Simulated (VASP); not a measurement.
The system is HfPb3I3.

```
CELL_PARAMETERS angstrom
6.39273 0.00000 0.00000
0.00000 6.39273 0.00000
0.00000 0.00000 6.39273
ATOMIC_POSITIONS crystal
Hf 0.00000 0.00000 0.00000
Pb 0.00000 0.50000 0.50000
Pb 0.50000 0.00000 0.50000
Pb 0.50000 0.50000 0.00000
I 0.50000 0.00000 0.00000
I 0.00000 0.50000 0.00000
I 0.00000 0.00000 0.50000
```

```yaml
Program: VASP 6.6.1
Task: relaxation of cell and atoms
Functional: PBE
Potentials_or_basis: VASP PAW PBE potentials, release 64 (Hf_pv, Pb_d, I)
Cutoff: 600 eV
k_mesh: 6 × 6 × 6
Occupations: gaussian, width 0.1 eV
Spin: no spin polarisation
```

At the start: pressure 0.8 GPa; volume 37.32 Å³/atom.

Q: How do energy, volume and symmetry change on relaxing?

A: Over 3 steps the energy falls by 3.0 meV/atom and the volume is 38.55 Å³/atom (+3.3 %); space group Pm-3m (No. 221, to 0.05 Å).

Step by step:
| step | energy change (eV) | largest force (eV/Å) | pressure (GPa) | volume (Å³) |
| --- | --- | --- | --- | --- |
| 1 | 0.0000 | 0.0000 | 0.81 | 261.25 |
| 2 | -0.0205 | 0.0000 | 0.12 | 268.47 |
| 3 | -0.0209 | 0.0000 | -0.01 | 269.88 |

Final structure:
```cif
data_structure
_symmetry_space_group_name_H-M 'P 1'
_symmetry_Int_Tables_number 1
_cell_length_a 6.4623
_cell_length_b 6.4623
_cell_length_c 6.4623
_cell_angle_alpha 90.000
_cell_angle_beta 90.000
_cell_angle_gamma 90.000
_cell_volume 269.88
loop_
_atom_site_label
_atom_site_type_symbol
_atom_site_fract_x
_atom_site_fract_y
_atom_site_fract_z
_atom_site_occupancy
Hf1 Hf 0.00000 0.00000 0.00000 1
Pb1 Pb 0.00000 0.50000 0.50000 1
Pb2 Pb 0.50000 0.00000 0.50000 1
Pb3 Pb 0.50000 0.50000 0.00000 1
I1 I 0.50000 0.00000 0.00000 1
I2 I 0.00000 0.50000 0.00000 1
I3 I 0.00000 0.00000 0.50000 1
```

Caveat: an odd number of electrons without spin polarisation forces a metal; a magnetic or distorted state may lie lower.
